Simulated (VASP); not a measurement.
# CaTb2F2 (Fmmm) in VASP: relaxation of cell and atoms with PBE

Aim: the relaxation of cell and atoms of CaTb2F2 with PBE.

Everything below comes from runs of VASP 6.6.1. Logs are shortened: lines on timing, memory, paths and dates and some standing lists are left out, and cuts for length are marked.

**1. The cell of the first run**

The structure is orthorhombic, space group Fmmm (No. 69). The conventional cell has a = 5.337 Å, b = 5.363 Å, c = 12.877 Å, α = 90.00°, β = 90.00°, γ = 90.00°. Ca (site symmetry mmm) has 8 F at 3.24 to 3.25 Å and 8 Tb at 3.73 Å and 4 Ca at 3.78 Å within 4.3 Å. Tb (site symmetry 222) has 4 F at 2.34 Å and 4 Tb at 2.67 to 2.68 Å within 3.1 Å. F (site symmetry mm2) has 4 Tb at 2.34 Å within 3.1 Å.

The cell was generated, and may not be a known phase.

**2. Relaxation of cell and atoms, PBE**

INCAR

```
  ALGO = Normal
  EDIFF = 1E-7
  EDIFFG = -0.08
  ENCUT = 600
  GGA = PE
  GGA_COMPAT = False
  IBRION = 2
  ISIF = 3
  ISMEAR = 0
  LASPH = True
  LCHARG = False
  LMAXMIX = 6
  LREAL = False
  LWAVE = False
  NELM = 200
  NELMIN = 4
  NSW = 36
  PREC = Accurate
  SIGMA = 0.2
```

KPOINTS

```
k-points
0
Gamma
  5 5 5
```

POSCAR

```
CaTb2F2
1.0
    0.0000000000      2.6814791200      6.4384754900
    2.6682650500      0.0000000000      6.4384754900
    2.6682650500      2.6814791200      0.0000000000
Ca Tb F
1 2 2
Direct
    0.5000000000      0.5000000000      0.5000000000
    0.2500000000      0.2500000000      0.2500000000
    0.7500000000      0.7500000000      0.7500000000
    0.1428000000      0.1428000000      0.8572000000
    0.8572000000      0.8572000000      0.1428000000
```

Potentials or basis: VASP PAW PBE potentials, release 64 (Ca_sv, Tb_3, F), 4f in core.

Started as:

```console
> cat potpaw_PBE.64/Ca_sv/POTCAR potpaw_PBE.64/Tb_3/POTCAR potpaw_PBE.64/F/POTCAR > POTCAR
> mpirun -np 1 vasp_std > vasp.out
```

OUTCAR:

```text
EDIFF = 1E-7
   EDIFFG = -0.08
   ENCUT = 600
   GGA = PE
   IBRION = 2
   ISIF = 3
   ISMEAR = 0
   LASPH = True
   LREAL = False
   NELM = 200
   NELMIN = 4
   NSW = 36
   PREC = Accurate

 ion  position               nearest neighbor table
   1  0.500  0.500  0.500-
   2  0.250  0.250  0.250-   5 2.34   5 2.34   4 2.34   4 2.34   3 2.67   3 2.67   3 2.68   3 2.68

   3  0.750  0.750  0.750-   5 2.34   5 2.34   4 2.34   4 2.34   2 2.67   2 2.67   2 2.68   2 2.68

   4  0.143  0.143  0.857-   3 2.34   3 2.34   2 2.34   2 2.34
   5  0.857  0.857  0.143-   3 2.34   3 2.34   2 2.34   2 2.34

  LATTYP: Found a face centered orthorhombic cell.
 ALAT       =     5.3365301000
 B/A-ratio  =     1.0049523079
 C/A-ratio  =     2.4129819824

  Lattice vectors:

 A1 = (   0.0000000000,   2.6814791200,   6.4384754900)
 A2 = (   2.6682650500,   0.0000000000,   6.4384754900)
 A3 = (   2.6682650500,   2.6814791200,   0.0000000000)

Analysis of symmetry for initial positions (statically):
=====================================================================
 Subroutine PRICEL returns:
 Original cell was already a primitive cell.

 Routine SETGRP: Setting up the symmetry group for a
 face centered orthorhombic supercell.

 Subroutine GETGRP returns: Found  8 space group operations
 (whereof  8 operations were pure point group operations)
 out of a pool of  8 trial point group operations.

The static configuration has the point symmetry D_2h.

Analysis of symmetry for dynamics (positions and initial velocities):
=====================================================================
 Subroutine PRICEL returns:
 Original cell was already a primitive cell.

 Routine SETGRP: Setting up the symmetry group for a
 face centered orthorhombic supercell.

 Subroutine GETGRP returns: Found  8 space group operations
 (whereof  8 operations were pure point group operations)
 out of a pool of  8 trial point group operations.

The dynamic configuration has the point symmetry D_2h.

 Subroutine INISYM returns: Found  8 space group operations
 (whereof  8 operations are pure point group operations),
 and found     1 'primitive' translations

----------------------------------------------------------------------------------------

                                     Primitive cell

  volume of cell :      92.1333

  direct lattice vectors                    reciprocal lattice vectors
     0.000000000  2.681479120  6.438475490    -0.187387681  0.186464253  0.077658135
     2.668265050  0.000000000  6.438475490     0.187387681 -0.186464253  0.077658135
     2.668265050  2.681479120  0.000000000     0.187387681  0.186464253 -0.077658135

  length of vectors
     6.974546358  6.969476667  3.782851920     0.275524675  0.275524675  0.275524675

  position of ions in fractional coordinates (direct lattice)
     0.500000000  0.500000000  0.500000000
     0.250000000  0.250000000  0.250000000
     0.750000000  0.750000000  0.750000000
     0.142800000  0.142800000  0.857200000
     0.857200000  0.857200000  0.142800000

  ion indices of the primitive-cell ions
   primitive index   ion index
                 1           1
                 2           2
                 3           3
                 4           4
                 5           5

----------------------------------------------------------------------------------------

 KPOINTS: k-points

Automatic generation of k-mesh.
 Grid dimensions read from file:
 generate k-points for:    5    5    5

 Generating k-lattice:

  Cartesian coordinates                     Fractional coordinates (reciprocal lattice)
    -0.037477536  0.037292851  0.015531627     0.200000000  0.000000000 -0.000000000
     0.037477536 -0.037292851  0.015531627     0.000000000  0.200000000  0.000000000
     0.037477536  0.037292851 -0.015531627    -0.000000000  0.000000000  0.200000000

  Length of vectors
     0.055104935  0.055104935  0.055104935

  Shift w.r.t. Gamma in fractional coordinates (k-lattice)
     0.000000000  0.000000000  0.000000000

 Subroutine IBZKPT returns following result:
 ===========================================

 Found     27 irreducible k-points:

 Following reciprocal coordinates:
            Coordinates               Weight
  0.000000  0.000000  0.000000      1.000000
  0.200000 -0.000000  0.000000      8.000000
  0.400000 -0.000000 -0.000000      8.000000
  0.200000  0.200000  0.000000      2.000000
  0.400000  0.200000 -0.000000      8.000000
 -0.400000  0.200000  0.000000      8.000000
[... 16 lines left out ...]
 -0.400000  0.000000  0.400000      4.000000
 -0.400000  0.200000  0.400000      4.000000
 [... further k-points ...]
   k-points           NKPTS =     27   k-points in BZ     NKDIM =     27   number of bands    NBANDS=     25
   number of dos      NEDOS =    301   number of ions     NIONS =      5
   total plane-waves  NPLWV =  94080
   dimension x,y,z NGX =    56 NGY =   56 NGZ =   30
   dimension x,y,z NGXF=   112 NGYF=  112 NGZF=   60
   ions per type =               1   2   2
   NGX,Y,Z   is equivalent  to a cutoff of  13.35, 13.36, 13.18 a.u.
   NGXF,Y,Z  is equivalent  to a cutoff of  26.70, 26.72, 26.37 a.u.
 SYSTEM =  unknown system
   PREC   = accura    normal or accurate (medium, high low for compatibility)
   ISTART =      0    job   : 0-new  1-cont  2-samecut
   ICHARG =      2    charge: 1-file 2-atom 10-const
   ISPIN  =      1    spin polarized calculation?
   LNONCOLLINEAR =      F non collinear calculations
   LSORBIT =      F    spin-orbit coupling
   LASPH  =      T    aspherical Exc in radial PAW
   ENCUT  =  600.0 eV  44.10 Ry    6.64 a.u.  13.93 13.92  7.56*2*pi/ulx,y,z
   NELM   =    200;   NELMIN=  4; NELMDL= -5     # of ELM steps
   EDIFF  = 0.1E-06   stopping-criterion for ELM
   LREAL  =      F    real-space projection
   EDIFFG = -.8E-01   stopping-criterion for IOM
   NSW    =     36    number of steps for IOM
   IBRION =      2    ionic relax: 0-MD 1-quasi-New 2-CG
   NFREE  =      1    steps in history (QN), initial steepest desc. (CG)
   ISIF   =      3    stress and relaxation
   ISYM   =      2    0-nonsym 1-usesym 2-fastsym
   POTIM  = 0.5000    time-step for ionic-motion
   TEBEG  =    0.0;   TEEND  =   0.0 temperature during run
   PSTRESS=    0.0 pullay stress
   NELECT =      42.0000    total number of electrons
   NUPDOWN=      -1.0000    fix difference up-down
   EMIN   =  10.00;   EMAX   =-10.00  energy-range for DOS
   EFERMI =   0.00;   METHOD = LEGACY
   ISMEAR =     0;   SIGMA  =   0.20  broadening in eV -4-tet -1-fermi 0-gaus
   EFERMI_NEDOS =   21; number of points for ismear=-14 and -15
   IALGO  =     38    algorithm
   IMIX   =      4    mixing-type and parameters
     AMIX     =   0.40;   BMIX     =  1.00
     AMIX_MAG =   1.60;   BMIX_MAG =  1.00
  volume/ion in A,a.u.               =      18.43       124.35
  Fermi-wavevector in a.u.,A,eV,Ry     =   1.259948  2.380956 21.598810  1.587468
  Thomas-Fermi vector in A             =   2.393482
   LORBIT       =      0    0 simple, 1 ext, 2 COOP (PROOUT), +10 PAW based schemes
   GGA     = PE    functional components
   LHFCALC =     F    Hartree Fock is set to
   AEXX    =    0.0000 exact exchange contribution
   IVDW    =     0    specifies the selected vdW correction
   LEPSILON=     F    determine dielectric tensor
   LRPA    =     F    only Hartree local field effects (RPA)
 conjugate gradient relaxation of ions
 non-spin polarized calculation
 Gauss-broadening in eV      SIGMA  =   0.20
  energy-cutoff  :      600.00
  volume of cell :       92.13
 maximum number of plane-waves:      3095
   NGX = 27   NGY = 27   NGZ = 15

--------------------------------------- Ionic step        1  -------------------------------------------

 number of electron      42.0000010 magnetization

 Free energy of the ion-electron system (eV)
  ---------------------------------------------------
  ext. energy  EPLUGINS =         0.00000000
  ---------------------------------------------------
  free energy    TOTEN  =       -19.04610077 eV

  energy without entropy =      -18.97748266  energy(sigma->0) =      -19.01179172

 E-fermi :   5.0647     XC(G=0): -10.2050

 val. band max:        5.0276910130   @ k =   0.4000  -0.4000   0.2000
 cond. band min:       5.0806899186   @ k =  -0.4000   0.2000   0.2000
 fundamental gap:      0.0529989056
 Fermi energy:         5.0646500052

 k-point     1 :       0.0000    0.0000    0.0000
  band No.  band energies     occupation
      1     -37.4180      2.00000
      2     -22.0034      2.00000
      3     -21.3536      2.00000
      4     -19.3430      2.00000
      5     -19.2654      2.00000
      6     -18.4505      2.00000
[... 661 lines left out ...]
     24       6.4400      0.00000
     25       6.6596      0.00000

 [... further k-points ...]
[... 5 lines left out ...]
  --------------------------------------------------------------------------------------
  -------------------------------------------------------------------------------------
  Total       18.0302477     17.7701595      7.0406104     -0.0000000      0.0000000      0.0000000
  in kB      313.5420875    309.0192102    122.4346836     -0.0000000      0.0000000      0.0000000
  external PRESSURE =     248.3319938 kB  Pullay stress =       0.0000000 kB
[... 98 lines left out ...]
  FREE ENERGIE OF THE ION-ELECTRON SYSTEM (eV)
  ---------------------------------------------------
  free  energy   TOTEN  =       -21.3475186760 eV

  energy  without entropy=      -21.2618079827  energy(sigma->0) =      -21.30466333

[... ionic steps 4 to 25 ...]

--------------------------------------- Ionic step       26  -------------------------------------------

 number of electron      41.9999993 magnetization

------------------------ aborting loop because EDIFF is reached ----------------------------------------

  FORCE on cell =-STRESS in cart. coord.  units (eV):
  Direction    XX          YY          ZZ          XY          YZ          ZX
  --------------------------------------------------------------------------------------
  -------------------------------------------------------------------------------------
  Total        2.0107415      1.8530578      0.2854055      0.0000000      0.0000000      0.0000000
  in kB       23.3334409     21.5036165      3.3119586      0.0000000      0.0000000      0.0000000
  external PRESSURE =      16.0496720 kB  Pullay stress =       0.0000000 kB
[... 63 lines left out ...]
  energy  without entropy=      -21.9971496744  energy(sigma->0) =      -22.04654547

--------------------------------------- Ionic step       28  -------------------------------------------

 number of electron      41.9999993 magnetization

 Free energy of the ion-electron system (eV)
  ---------------------------------------------------
  ext. energy  EPLUGINS =         0.00000000
  ---------------------------------------------------
  free energy    TOTEN  =       -22.12978793 eV

  energy without entropy =      -22.03536793  energy(sigma->0) =      -22.08257793

 E-fermi :   2.5463     XC(G=0):  -8.4082

 val. band max:        2.5248077353   @ k =  -0.2000   0.4000   0.4000
 cond. band min:       2.5683746469   @ k =  -0.2000   0.2000   0.4000
 fundamental gap:      0.0435669116
 Fermi energy:         2.5463012893

 k-point     1 :       0.0000    0.0000    0.0000
  band No.  band energies     occupation
      1     -39.9864      2.00000
      2     -24.1088      2.00000
      3     -23.9717      2.00000
      4     -21.6848      2.00000
      5     -21.6440      2.00000
      6     -20.9922      2.00000
[... 661 lines left out ...]
     24       3.6445      0.00000
     25       3.6504      0.00000

 [... further k-points ...]
[... 5 lines left out ...]
  --------------------------------------------------------------------------------------
  -------------------------------------------------------------------------------------
  Total        0.1062093     -0.0315569     -0.2840103      0.0000000      0.0000000      0.0000000
  in kB        1.1959728     -0.3553476     -3.1981059      0.0000000      0.0000000      0.0000000
  external PRESSURE =      -0.7858269 kB  Pullay stress =       0.0000000 kB
[... 20 lines left out ...]
  FREE ENERGIE OF THE ION-ELECTRON SYSTEM (eV)
  ---------------------------------------------------
  free  energy   TOTEN  =       -22.1297879348 eV

  energy  without entropy=      -22.0353679305  energy(sigma->0) =      -22.08257793

 reached required accuracy - stopping structural energy minimisation
```

Wall time 21 min (1 thread of Intel Xeon 6975P-C (Granite Rapids), shared host); peak memory 0.41 GiB.

What came out:

- Free energy: -22.1298 eV
- Relaxed volume: 28.46 Å³/atom
- Relaxed cell: a = 7.510 Å, b = 7.495 Å, c = 4.586 Å, α = 72.38°, β = 72.03°, γ = 35.59°
- Space group after relaxing (to 0.1 Å): I4/mmm (No. 139)
- Energy gained by relaxing: 616.7 meV/atom
- Ionic steps: 28
- Pressure after relaxing: -0.1 GPa
- Largest force after relaxing: 0.036 eV/Å
- Band gap on the k mesh: zero (bands 21 and 22 overlap by 0.59 eV)

Forces on the atoms (eV/Å):
```
Ca   0.000  0.000  0.000
Tb   0.000  0.000  0.000
Tb   0.000  0.000  0.000
F    0.000  0.000 -0.036
F    0.000  0.000  0.036
```

Stress tensor (GPa, compression positive):
```
 0.12  0.00  0.00
 0.00 -0.04  0.00
 0.00  0.00 -0.32
```

Step by step:
```
step  energy change (eV)  largest force (eV/Å)  pressure (GPa)  volume (Å³)
   1              0.0000                1.6282           24.83        92.13
   2             -2.1983                0.5574           -3.34       135.31
   3             -2.3014                0.3296            0.03       124.30
   4             -2.3036                0.3686           -0.53       125.87
   5             -2.3672                0.3194           -0.38       125.05
   6             -2.4110                0.2781           -0.03       123.66
   7             -2.4123                0.2758            0.06       123.35
   8             -2.4234                0.2729            0.19       123.48
   9             -2.4566                0.2743            0.61       123.88
  10             -2.5285                0.3235            1.47       124.67
  11             -2.7115                0.4069            3.41       126.26
  12             -2.5919                0.9452            8.34       129.40
  13             -2.8145                0.1780            4.79       127.23
  14             -2.8222                0.1530            5.82       127.93
  15             -2.8274                0.0091            5.39       127.65
  16             -2.8284                0.0140            5.39       127.69
  17             -2.8315                0.0287            5.40       127.80
  18             -2.8371                0.0588            5.42       128.03
  19             -2.8465                0.1207            5.46       128.48
  20             -2.8573                0.2517            5.54       129.39
  21             -2.8456                0.5186            5.72       131.22
  22             -2.8583                0.3200            5.59       129.85
  23             -2.8724                0.3091            5.39       130.21
  24             -2.9117                0.2775            4.80       131.32
  25             -2.9776                0.2189            3.66       133.54
  26             -3.0608                0.1154            1.60       138.07
  27             -3.0498                0.0412           -1.84       147.39
  28             -3.0837                0.0363           -0.08       142.28
```

Final structure:
```
Ca Tb F
1.0
     0.00000    3.25971    6.76556
     3.22581    0.00000    6.76556
     3.22581    3.25971    0.00000
Ca Tb F
1 2 2
Cartesian
  3.2258 3.2597 6.7656
  1.6129 1.6299 3.3828
  4.8387 4.8896 10.1483
  3.2258 3.2597 2.7376
  3.2258 3.2597 10.7935
```

Levels at points of the mesh, in eV from the Fermi level:
```
           k point  band 18  band 19  band 20  band 21  band 22  band 23  band 24  band 25
(0.00, 0.00, 0.00)    -7.79    -3.14    -1.57     0.45     0.47     0.85     0.94     1.26
```

Caveat: the volume moved by over 15 % at a fixed basis, so the end points are rough; spin-orbit coupling is left out, which moves the levels of the heavy elements; the 4f electrons are frozen in the core, so they carry no moment and show no levels; the run has no spin polarisation, though such a crystal can be magnetic; the relaxation stopped at a loose force limit of 0.08 eV/Å, so its end isn't a converged minimum. Spin polarisation is off, so any magnetic state and its effect on volume and gap are missing.

The gap in the log of VASP goes by the Fermi energy; the results here count the filled bands.